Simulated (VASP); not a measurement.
# Te2Pt (P-3m1) in VASP: single point with LDA+U

Aim: the single point of Te2Pt with LDA+U.

Everything below comes from runs of VASP 6.6.1. Logs are shortened: lines on timing, memory, paths and dates and some standing lists are left out, and cuts for length are marked.

### 1 The cell of the first run

The structure is trigonal, space group P-3m1 (No. 164). The conventional cell has a = 4.018 Å, b = 4.018 Å, c = 5.212 Å, α = 90.00°, β = 90.00°, γ = 120.00°. Te (site symmetry 3m) has 3 Pt at 2.66 Å and 6 Te at 3.49 Å within 3.5 Å. Within 3.5 Å of Pt (site symmetry -3m) lie 6 Te at 2.66 Å.

### 2 Single point, LDA+U, non-collinear spin, zero start

Contents of INCAR:

```
SYSTEM = Te2Pt
  ALGO = Normal
  EDIFF = 1E-6
  ENCUT = 500
  GGA = CA
  GGA_COMPAT = .FALSE.
  ISIF = 2
  ISMEAR = 0
  LASPH = .TRUE.
  LCHARG = .FALSE.
  LDAU = .TRUE.
  LDAUJ = 0 0.5
  LDAUL = -1 2
  LDAUPRINT = 1
  LDAUTYPE = 1
  LDAUU = 0 4
  LMAXMIX = 4
  LNONCOLLINEAR = .TRUE.
  LORBIT = 11
  LREAL = .FALSE.
  LWAVE = .FALSE.
  MAGMOM = 0 0 0 0 0 0 0 0 0 0 0 0 0 0 0 0 0 0
  NBANDS = 60
  NELM = 200
  PREC = Accurate
  SIGMA = 0.05
```

Contents of KPOINTS:

```
k-points
0
G
  6 6 2
  0 0 0
```

Contents of POSCAR:

```
Te2Pt
1.0
    4.0179994500      0.0000000000      0.0000000000
   -2.0089997300      3.4796896000      0.0000000000
    0.0000000000      0.0000000000     10.4239986600
Te Pt
4 2
Direct
    0.3333333333      0.6666666667      0.1250000000
    0.6666666667      0.3333333333      0.3750000000
    0.3333333333      0.6666666667      0.6250000000
    0.6666666667      0.3333333333      0.8750000000
    0.0000000000      0.0000000000      0.0000000000
    0.0000000000      0.0000000000      0.5000000000
```

Potentials or basis: VASP PAW LDA potentials, release 64 (Te, Pt).

The run is started by

```sh
> cat potpaw_LDA.64/Te/POTCAR potpaw_LDA.64/Pt/POTCAR > POTCAR
> mpirun -np 1 vasp_ncl > vasp.out
```

OUTCAR:

```text
SYSTEM = Te2Pt
   EDIFF = 1E-6
   ENCUT = 500
   GGA = CA
   ISIF = 2
   ISMEAR = 0
   LASPH = .TRUE.
   LNONCOLLINEAR = .TRUE.
   LORBIT = 11
   LREAL = .FALSE.
   NELM = 200
   PREC = Accurate

 ion  position               nearest neighbor table
   1  0.333  0.667  0.125-   5 2.66   5 2.66   5 2.66   2 3.49   4 3.49   2 3.49   4 3.49   2 3.49
                             4 3.49
   2  0.667  0.333  0.375-   6 2.66   6 2.66   6 2.66   3 3.49   1 3.49   3 3.49   1 3.49   1 3.49
                             3 3.49
   3  0.333  0.667  0.625-   6 2.66   6 2.66   6 2.66   2 3.49   4 3.49   2 3.49   4 3.49   2 3.49
                             4 3.49
   4  0.667  0.333  0.875-   5 2.66   5 2.66   5 2.66   3 3.49   1 3.49   3 3.49   1 3.49   1 3.49
                             3 3.49
   5  0.000  0.000  0.000-   4 2.66   1 2.66   4 2.66   1 2.66   4 2.66   1 2.66
   6  0.000  0.000  0.500-   2 2.66   3 2.66   3 2.66   2 2.66   2 2.66   3 2.66

  LATTYP: Found a hexagonal cell.
 ALAT       =     4.0179994500
 C/A-ratio  =     2.5943255567

  Lattice vectors:

 A1 = (   4.0179994500,   0.0000000000,   0.0000000000)
 A2 = (  -2.0089997300,   3.4796896000,   0.0000000000)
 A3 = (   0.0000000000,   0.0000000000,  10.4239986600)

Analysis of symmetry for initial positions (statically):
=====================================================================
 Subroutine PRICEL returns following result:

  LATTYP: Found a hexagonal cell.
 ALAT       =     4.0179994500
 C/A-ratio  =     1.2971627784
[... 12 lines left out ...]
 Subroutine GETGRP returns: Found 12 space group operations
 (whereof 12 operations were pure point group operations)
 out of a pool of 24 trial point group operations.

The static configuration has the point symmetry D_3d.

Analysis of symmetry for dynamics (positions and initial velocities):
=====================================================================
 Subroutine PRICEL returns following result:

  LATTYP: Found a hexagonal cell.
 ALAT       =     4.0179994500
 C/A-ratio  =     1.2971627784
[... 12 lines left out ...]
 Subroutine GETGRP returns: Found 12 space group operations
 (whereof 12 operations were pure point group operations)
 out of a pool of 24 trial point group operations.

The dynamic configuration has the point symmetry D_3d.

Analysis of structural, dynamic, and magnetic symmetry:
=====================================================================
 Subroutine PRICEL returns following result:

  LATTYP: Found a hexagonal cell.
 ALAT       =     4.0179994500
 C/A-ratio  =     1.2971627784
[... 12 lines left out ...]
 Subroutine GETGRP returns: Found 12 space group operations
 (whereof 12 operations were pure point group operations)
 out of a pool of 24 trial point group operations.

The overall configuration has the point symmetry D_3d.

 Subroutine INISYM returns: Found 12 space group operations
 (whereof 12 operations are pure point group operations),
 and found     2 'primitive' translations

----------------------------------------------------------------------------------------

                                     Primitive cell

  volume of cell :      72.8710

  direct lattice vectors                    reciprocal lattice vectors
[... 172 lines left out ...]

atom =   6  type =  2  l = 2

 onsite density matrix

spin component  1

  0.8526  0.0000  0.0000  0.0690 -0.0000     -0.0000  0.0000 -0.0000  0.0000 -0.0000
  0.0000  0.8172  0.0000 -0.0000  0.0690     -0.0000  0.0000 -0.0000  0.0000 -0.0000
  0.0000  0.0000  0.9030  0.0000  0.0000      0.0000  0.0000 -0.0000 -0.0000 -0.0000
  0.0690 -0.0000  0.0000  0.8172 -0.0000     -0.0000 -0.0000  0.0000  0.0000  0.0000
 -0.0000  0.0690  0.0000 -0.0000  0.8526      0.0000  0.0000  0.0000 -0.0000 -0.0000
[... 19 lines left out ...]
  0.8526 -0.0000  0.0000  0.0690 -0.0000     -0.0000 -0.0000  0.0000  0.0000  0.0000
 -0.0000  0.8172  0.0000 -0.0000  0.0690      0.0000  0.0000  0.0000 -0.0000 -0.0000
  0.0000  0.0000  0.9030  0.0000  0.0000     -0.0000 -0.0000 -0.0000  0.0000  0.0000
  0.0690 -0.0000  0.0000  0.8172  0.0000     -0.0000  0.0000 -0.0000  0.0000 -0.0000
 -0.0000  0.0690  0.0000  0.0000  0.8526     -0.0000  0.0000 -0.0000  0.0000 -0.0000

 occupancies and eigenvectors

  o =  0.7637  v =  0.3065 -0.0002 -0.0000 -0.3952  0.0002 -0.3065  0.0000  0.0000  0.3952 -0.0000      0.0000 -0.3950 -0.0000 -0.0000  0.3064  0.0002 -0.3950 -0.0000 -0.0002  0.3064
  o =  0.7637  v = -0.3066  0.0004  0.0000  0.3952 -0.0003 -0.3066 -0.0000  0.0000  0.3952 -0.0000      0.0000  0.3949  0.0000 -0.0000 -0.3063  0.0003 -0.3949 -0.0000 -0.0004  0.3063
  o =  0.7637  v =  0.3065  0.0002  0.0000 -0.3951 -0.0002  0.0713  0.3843 -0.0000 -0.0919 -0.2981      0.0000  0.3953  0.0000 -0.0000 -0.3066  0.2979 -0.0917  0.0000 -0.3840  0.0711
  o =  0.7637  v = -0.3062 -0.0004  0.0000  0.3948  0.0003  0.0714  0.3846  0.0000 -0.0921 -0.2983      0.0000 -0.3951  0.0000  0.0000  0.3065  0.2980 -0.0918 -0.0000 -0.3841  0.0712
  o =  0.9030  v = -0.0001 -0.0000  0.7019 -0.0001 -0.0000  0.0001 -0.0001  0.4994  0.0000 -0.0001      0.0000  0.0001  0.0848 -0.0000  0.0001  0.0001  0.0000 -0.5008  0.0001  0.0001
  o =  0.9030  v = -0.0001 -0.0000 -0.7021 -0.0001  0.0000 -0.0001  0.0001  0.4995 -0.0000  0.0001      0.0000  0.0001 -0.0852 -0.0000  0.0001 -0.0001 -0.0000 -0.5003 -0.0001 -0.0001
  o =  0.9061  v =  0.3952  0.0002  0.0000  0.3065  0.0003  0.3952 -0.0000  0.0000  0.3065  0.0000      0.0000  0.3064  0.0000 -0.0000  0.3950 -0.0003 -0.3064 -0.0000 -0.0002 -0.3950
  o =  0.9061  v = -0.3952 -0.0004  0.0002 -0.3065 -0.0005 -0.1708  0.2761 -0.0001 -0.1325  0.3560      0.0000  0.3063  0.0001 -0.0000  0.3949 -0.3565 -0.1328  0.0001 -0.2765 -0.1712
  o =  0.9061  v = -0.3951  0.0002 -0.0002 -0.3065  0.0003  0.1715 -0.2762 -0.0001  0.1330 -0.3560      0.0000  0.3065 -0.0001 -0.0000  0.3952  0.3558  0.1328  0.0001  0.2760  0.1712
  o =  0.9061  v =  0.3949 -0.0004  0.0000  0.3063 -0.0005 -0.3949 -0.0000 -0.0000 -0.3063 -0.0000      0.0000  0.3066  0.0000  0.0000  0.3953 -0.0005  0.3066  0.0000 -0.0004  0.3953

 number of electron      43.9999993 magnetization      -0.0000000      0.0000000     -0.0000000

 Free energy of the ion-electron system (eV)
  ---------------------------------------------------
  ext. energy  EPLUGINS =         0.00000000
  ---------------------------------------------------
  free energy    TOTEN  =       -27.98259974 eV

  energy without entropy =      -27.97900117  energy(sigma->0) =      -27.98080046

 E-fermi :   8.6324     XC(G=0): -10.7319

 val. band max:        8.6129808276   @ k =   0.3333   0.0000   0.5000
 cond. band min:       8.6866625372   @ k =   0.3333   0.1667   0.0000
 fundamental gap:      0.0736817096
 Fermi energy:         8.6323801291

 k-point     1 :       0.0000    0.0000    0.0000
  band No.  band energies     occupation
      1      -5.5770      1.00000
      2      -5.5770      1.00000
      3      -4.8695      1.00000
      4      -4.8695      1.00000
      5      -3.7237      1.00000
      6      -3.7237      1.00000
[... 815 lines left out ...]
     55      12.9743      0.00000
     56      12.9743      0.00000
 [bands above 56 left out]

------------------------ aborting loop because EDIFF is reached ----------------------------------------

  FORCE on cell =-STRESS in cart. coord.  units (eV):
  Direction    XX          YY          ZZ          XY          YZ          ZX
  --------------------------------------------------------------------------------------
  -------------------------------------------------------------------------------------
  Total       -0.6370511     -0.6370511     -0.1767377      0.0000000      0.0000000     -0.0000000
  in kB       -7.0032578     -7.0032578     -1.9429208      0.0000000      0.0000000     -0.0000000
  external PRESSURE =      -5.3164788 kB  Pullay stress =       0.0000000 kB

 VOLUME and BASIS-vectors are now :
 -----------------------------------------------------------------------------
  energy-cutoff  :      500.00
  volume of cell :      145.74
      direct lattice vectors                 reciprocal lattice vectors
     4.017999450  0.000000000  0.000000000     0.248880074  0.143690978  0.000000000
    -2.008999730  3.479689600  0.000000000     0.000000000  0.287381955  0.000000000
     0.000000000  0.000000000 10.423998660     0.000000000  0.000000000  0.095932476

 POSITION                                       TOTAL-FORCE (eV/Angst)
 -----------------------------------------------------------------------------------
     -0.00000      2.31979      1.30300        -0.000000     -0.000000      0.437239
      2.00900      1.15990      3.90900         0.000000     -0.000000     -0.437239
     -0.00000      2.31979      6.51500        -0.000000      0.000000      0.437239
      2.00900      1.15990      9.12100         0.000000     -0.000000     -0.437239
      0.00000      0.00000      0.00000         0.000000      0.000000     -0.000000
      0.00000      0.00000      5.21200         0.000000      0.000000     -0.000000
 -----------------------------------------------------------------------------------
    total drift:                                0.000000      0.000000      0.000000

  FREE ENERGIE OF THE ION-ELECTRON SYSTEM (eV)
  ---------------------------------------------------
  free  energy   TOTEN  =       -27.9825997414 eV

  energy  without entropy=      -27.9790011690  energy(sigma->0) =      -27.98080046

 total charge

# of ion       s       p       d       tot
------------------------------------------
    1        1.403   1.875   0.075   3.353
    2        1.403   1.875   0.075   3.353
    3        1.403   1.875   0.075   3.353
    4        1.403   1.875   0.075   3.353
    5        0.663   0.656   8.423   9.742
    6        0.663   0.656   8.423   9.742
--------------------------------------------------
tot          6.939   8.810  17.145  32.895

 magnetization (x)

# of ion       s       p       d       tot
------------------------------------------
    1       -0.000   0.000  -0.000   0.000
    2        0.000   0.000   0.000   0.000
    3        0.000   0.000  -0.000   0.000
    4       -0.000   0.000  -0.000   0.000
    5       -0.000   0.000   0.000   0.000
    6       -0.000   0.000   0.000   0.000
--------------------------------------------------
tot         -0.000   0.000   0.000   0.000

 magnetization (y)

# of ion       s       p       d       tot
------------------------------------------
    1       -0.000   0.000  -0.000   0.000
    2        0.000  -0.000  -0.000   0.000
    3        0.000   0.000   0.000   0.000
    4        0.000   0.000  -0.000   0.000
    5        0.000   0.000   0.000   0.000
    6       -0.000   0.000   0.000  -0.000
--------------------------------------------------
tot          0.000   0.000  -0.000   0.000

 magnetization (z)

# of ion       s       p       d       tot
------------------------------------------
    1        0.000  -0.000   0.000  -0.000
    2        0.000   0.000   0.000   0.000
    3        0.000  -0.000   0.000  -0.000
    4        0.000   0.000   0.000   0.000
    5       -0.000  -0.000   0.000  -0.000
    6       -0.000   0.000   0.000  -0.000
--------------------------------------------------
tot         -0.000  -0.000   0.000  -0.000
```

Wall time 2.8 min (1 thread of Oxide Virtual Turin-like, shared host); peak memory 0.45 GiB.

What came out:

* Free energy: -27.9826 eV
* Pressure: -0.5 GPa
* Largest force: 0.437 eV/Å
* Band gap on the k mesh: zero (bands 44 and 45 overlap by 1.37 eV)
* Net moment: 0.00 μB per cell
* Valence electrons inside the program's atomic spheres: Te 3.35; Pt 9.74

Forces in eV/Å, atoms in the order of the input:
```
Te   0.000  0.000  0.437
Te   0.000  0.000 -0.437
Te   0.000  0.000  0.437
Te   0.000  0.000 -0.437
Pt   0.000  0.000  0.000
Pt   0.000  0.000  0.000
```

Stress tensor (GPa, compression positive):
```
-0.70  0.00  0.00
 0.00 -0.70  0.00
 0.00  0.00 -0.19
```

Moments on the atoms (μB; x, y, z):
```
Te  0.00 0.00 0.00
Te  0.00 0.00 0.00
Te  0.00 0.00 0.00
Te  0.00 0.00 0.00
Pt  0.00 0.00 0.00
Pt  0.00 0.00 0.00
```

Caveat: spin-orbit coupling is left out, which moves the levels of the heavy elements; the U is typed as a test and isn't derived for this compound.

The gap in the log of VASP goes by the Fermi energy; the results here count the filled bands.